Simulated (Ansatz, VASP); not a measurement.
Two plane-wave programs on TiAl2

```
CELL_PARAMETERS angstrom
2.01752 -6.23839 0.00000
2.01752 6.23839 0.00000
0.00000 0.00000 3.89215
ATOMIC_POSITIONS crystal
Ti 0.65606 0.34394 0.00000
Ti 0.34394 0.65606 0.00000
Al 0.00000 0.00000 0.00000
Al 0.82698 0.17302 0.50000
Al 0.17302 0.82698 0.50000
Al 0.50000 0.50000 0.50000
```

Change from the starting cell: volume 16.329 Å^3 an atom, stretch along c over the lengths across it, relative to the relaxed cell 0.9480.

Alike in both runs: task single point; functional LDA; k mesh 12 × 12 × 12; occupations gaussian, width 0.15 eV; no spin polarisation.

|  | VASP | Ansatz |
| --- | --- | --- |
| version | VASP 6.6.1 | Ansatz 0.2.0 |
| potentials or method | VASP PAW LDA potentials, release 64 (Ti_sv, Al), cutoff 520 eV | scalar-relativistic, plane waves, PAW |
| valence electrons in the cell | 36 | 36 |

|  | VASP | Ansatz | Ansatz less VASP |
| --- | --- | --- | --- |
| gap on the k mesh at the Fermi level (eV) | none | none | - |
| pressure (GPa) | -7.9 | -8.0 | -0.12 |
| traceless stress, the component that is largest in VASP (GPa) | 4.07 | 4.07 | +0.003 |
| rms of the force components (eV/Å) | 0.071 | 0.072 | +0.0013 |

Ansatz warns that its potentials were made for another functional, while VASP's fit it. LDA's correlation is that of Perdew and Zunger in VASP and of Perdew and Wang (1992) in Ansatz. Atom by atom the forces differ by 0.002 eV/Å (rms over components). A gap of «none» marks a metal or a gap that the smearing closes.
